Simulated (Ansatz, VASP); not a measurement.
One calculation of AlAs3, two programs

Contents of INCAR:

```
PREC = Accurate
ENCUT = 520
EDIFF = 1E-6
ISMEAR = 0
SIGMA = 0.1
LREAL = False
LASPH = True
NELM = 100
ALGO = Normal
ISIF = 2
LWAVE = False
LCHARG = True
GGA = PE
LELF = True
LVHAR = True
NBANDS = 17
```

The input KPOINTS:

```
regular mesh
0
Gamma
  6 6 6
```

File POSCAR:

```
AlAs3
1.0
   -2.2537085800      2.2537085800      4.3206313900
    2.2537085800     -2.2537085800      4.3206313900
    2.2537085800      2.2537085800     -4.3206313900
Al As
1 3
Direct
    0.0000000000      0.0000000000      0.0000000000
    0.7500000000      0.2500000000      0.5000000000
    0.2500000000      0.7500000000      0.5000000000
    0.5000000000      0.5000000000      0.0000000000
```

Input for Ansatz:

```yaml
crystal:
  lattice:
    - [-2.25370858, 2.25370858, 4.32063139]
    - [2.25370858, -2.25370858, 4.32063139]
    - [2.25370858, 2.25370858, -4.32063139]
  atoms:
    - { symbol: Al, position: [0.0, 0.0, 0.0] }
    - { symbol: As, position: [0.75, 0.25, 0.5] }
    - { symbol: As, position: [0.25, 0.75, 0.5] }
    - { symbol: As, position: [0.5, 0.5, 0.0] }
basis:
  ecutwfc: 420
kpoints:
  mp_grid: { grid: [6, 6, 6] }
hamiltonian:
  xc: pbe
scf:
  occupations: { method: gaussian, width: 0.1 }
  lower_state_search: "off"
output:
  forces: true
  stress: true
  eigenvalues: true
```

Change from the starting cell: species swapped into the TlIn3 type (I4/mmm, No. 139).

Alike in both runs: task single point; functional PBE; k mesh 6 × 6 × 6; occupations gaussian, width 0.1 eV; no spin polarisation.

```csv
,VASP,Ansatz
version,VASP 6.6.1,Ansatz 0.2.0
potentials or method,"VASP PAW PBE potentials, release 64 (Al, As), cutoff 520 eV","scalar-relativistic, plane waves, PAW"
valence electrons in the cell,18,48
```

```csv
,VASP,Ansatz,Ansatz less VASP
gap on the k mesh at the Fermi level (eV),none,none,-
pressure (GPa),-7.9,-7.9,-0.02
"traceless stress, the component that is largest in VASP (GPa)",-0.11,-0.11,-0.001
```

A gap of «none» marks a metal or a gap that the smearing closes. VASP's potentials hold 18 valence electrons a cell and Ansatz's 48, so a difference there can come from the potentials and not from the codes.
